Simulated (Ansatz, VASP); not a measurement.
# One calculation of PbF2, two programs

```
CELL_PARAMETERS angstrom
0.00000 2.96366 2.96366
2.96366 0.00000 2.96366
2.96366 2.96366 0.00000
ATOMIC_POSITIONS crystal
Pb 0.00000 0.00000 0.00000
F 0.25000 0.25000 0.25000
F 0.75000 0.75000 0.75000
```

Alike in both runs: task single point; functional PBE; k mesh 6 × 6 × 6; no spin polarisation.

|  | VASP | Ansatz |
| --- | --- | --- |
| version | VASP 6.6.1 | Ansatz 0.2.0 |
| potentials or method | VASP PAW PBE potentials, release 64 (Pb_d, F), cutoff 600 eV | plane waves, PAW |
| occupations | gaussian, width 0.01 eV | fixed |
| valence electrons in the cell | 28 | 28 |

|  | VASP | Ansatz | Ansatz less VASP |
| --- | --- | --- | --- |
| gap on the k mesh at the Fermi level (eV) | 4.44 | 4.44 | +0.002 |

Spin-orbit coupling is off throughout.
